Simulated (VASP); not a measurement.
Write the native input for VASP 6.6.1 that does the following.

```yaml
Task: electric field gradients
Functional: PBEsol
Potentials_or_basis: VASP PAW PBE potentials, release 64 (Os)
Cutoff: 520 eV
k_mesh: 14 × 14 × 14
Occupations: fermi-dirac, width 0.05 eV
Spin: no spin polarisation
Dipole_correction: no
Further_INCAR_settings: ALGO = Normal; EDIFF = 1e-08; NBANDS = 10
```

The structure of Os lies in POSCAR:

```
Os
1.0
    0.0000000000      1.9450000000      1.9644500000
    1.9450000000      0.0000000000      1.9644500000
    1.9450000000      1.9450000000      0.0000000000
Os
1
Direct
    0.0000000000      0.0000000000      0.0000000000
```

This cell differs from its parent crystal: zz strain of +1 %.

These files were run (other wordings do the same):

INCAR

```
  ALGO = Normal
  EDIFF = 1E-8
  ENCUT = 520
  GGA = PS
  ISIF = 2
  ISMEAR = -1
  LASPH = True
  LCHARG = False
  LEFG = True
  LREAL = False
  LWAVE = False
  NBANDS = 10
  NELM = 60
  PREC = Accurate
  SIGMA = 0.05
```

KPOINTS

```
k-points
0
Gamma
  14 14 14
```

Potentials or basis: VASP PAW PBE potentials, release 64 (Os).

Command:

```bash
$ cat potpaw_PBE.64/Os/POTCAR > POTCAR
$ mpirun -np 1 vasp_std > vasp.out
```

Results of the run:

```yaml
Pressure: -23.2 GPa
Band_gap_on_the_k_mesh: zero (band 4 reaches 10.57 eV, above the bottom of band 5 at 7.07 eV)
```

Caveat: the cell differs from its parent crystal (zz strain of +1 %); without QUAD_EFG the Cq values of the log hold for a quadrupole moment of 1 mb, not for the nuclei; the PAW data sets were made with another functional, which shifts forces and pressure a little; spin-orbit coupling is left out, which moves the levels of the heavy elements.

It took 10 s on 1 thread of Intel(R) Xeon(R) 6975P-C (Granite Rapids), on a shared host, peak memory 0.16 GiB.
